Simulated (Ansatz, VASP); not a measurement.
## Cu: VASP beside Ansatz

The input POSCAR:

```
Cu
1.0
    2.8953822153      0.0000000000      0.0000000000
    0.0000000000      2.8953822153      0.0000000000
    0.0000000000      0.0000000000      2.7386280485
Cu
2
Direct
    0.0000000000      0.0000000000      0.0000000000
    0.5000000000      0.5000000000      0.5000000000
```

File INCAR.step1:

```
PREC = Accurate
ENCUT = 520
ISMEAR = 0
SIGMA = 0.1
LREAL = F
LASPH = T
NELM = 60
NBANDS = 18
GGA = PE
ALGO = Normal
EDIFF = 1E-4
LWAVE = T
LCHARG = F
```

Contents of INCAR.step2:

```
PREC = Accurate
ENCUT = 520
EDIFF = 1E-6
ISMEAR = 0
SIGMA = 0.1
LREAL = F
LASPH = T
NELM = 60
ALGO = Normal
ISIF = 2
LWAVE = F
LCHARG = F
METAGGA = R2SCAN
LMIXTAU = T
NBANDS = 18
ISTART = 1
```

File KPOINTS:

```
Automatic mesh
0
Gamma
  18 18 18
```

Input for Ansatz:

```yaml
crystal:
  lattice:
    - [2.8953822153, 0.0, 0.0]
    - [0.0, 2.8953822153, 0.0]
    - [0.0, 0.0, 2.7386280485]
  atoms:
    - { symbol: Cu, position: [0.0, 0.0, 0.0] }
    - { symbol: Cu, position: [0.5, 0.5, 0.5] }
basis:
  ecutwfc: 500
kpoints:
  mp_grid: { grid: [18, 18, 18] }
hamiltonian:
  xc: r2scan
scf:
  occupations: { method: gaussian, width: 0.1 }
output:
  forces: true
  stress: true
  eigenvalues: true
```

Alike in both runs: task single point; functional r2SCAN; k mesh 18 × 18 × 18; occupations gaussian, width 0.1 eV; no spin polarisation.

|  | VASP | Ansatz |
| --- | --- | --- |
| version | VASP 6.6.1 | Ansatz 0.2.0 |
| potentials or method | VASP PAW PBE potentials, release 64 (Cu), cutoff 520 eV | scalar-relativistic, plane waves, PAW |
| valence electrons in the cell | 22 | 38 |

```csv
,VASP,Ansatz,Ansatz less VASP
gap on the k mesh at the Fermi level (eV),none,none,-
pressure (GPa),0.6,0.0,-0.60
"traceless stress, the component that is largest in VASP (GPa)",-0.23,-0.07,+0.157
```

VASP's potentials were made for PBE, not for r2SCAN. A gap of «none» marks a metal or a gap that the smearing closes. The functional is the same, so the differences come from potentials, cutoffs and numerics. VASP's potentials hold 22 valence electrons a cell and Ansatz's 38, so a difference there can come from the potentials and not from the codes.
